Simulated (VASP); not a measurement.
Here is a VASP 6.6.1 calculation.

File INCAR:

```
SYSTEM = GaAs
ALGO = Normal ; EDIFF = 1E-8
ENCUT = 400 ; GGA = PE
GGA_COMPAT = .FALSE. ; ISIF = 2
ISMEAR = 0 ; IVDW = 12
LASPH = .TRUE. ; LCHARG = .FALSE.
LEPSILON = .TRUE. ; LREAL = .FALSE.
LWAVE = .FALSE. ; NELM = 120
PREC = Accurate ; SIGMA = 0.01
```

Contents of KPOINTS:

```
k-points
0
G
  8 8 8
  0 0 0
```

POSCAR

```
GaAs
1.0
    0.0000000000      2.8268500000      2.8268500000
    2.8268500000      0.0000000000      2.8268500000
    2.8268500000      2.8268500000      0.0000000000
As Ga
1 1
Direct
    0.2500000000      0.2500000000      0.2500000000
    0.0000000000      0.0000000000      0.0000000000
```

Potentials or basis: VASP PAW PBE potentials, release 64 (As_d, Ga_d).

Launch:

```bash
$ cat potpaw_PBE.64/As_d/POTCAR potpaw_PBE.64/Ga_d/POTCAR > POTCAR
$ mpirun -np 1 vasp_std > vasp.out
```

Task: Predict the electronic dielectric tensor (diagonal).

Result: 29.16.

Task: Predict the Born charges (mean of the diagonal).

Result: As -2.30; Ga +2.30 e.

Task: Predict the dispersion energy per atom.

Result: -0.325 eV.

Task: Estimate the band gap on the k mesh.

Result: 0.52 eV.

Electronic dielectric tensor:
```
29.16  0.00  0.00
 0.00 29.16  0.00
 0.00  0.00 29.16
```

Caveat: the gap is small at this level, which inflates the dielectric constant; three body term missing; semilocal functionals underestimate gaps, and a narrow one can read as zero. A k mesh can miss the band edges.
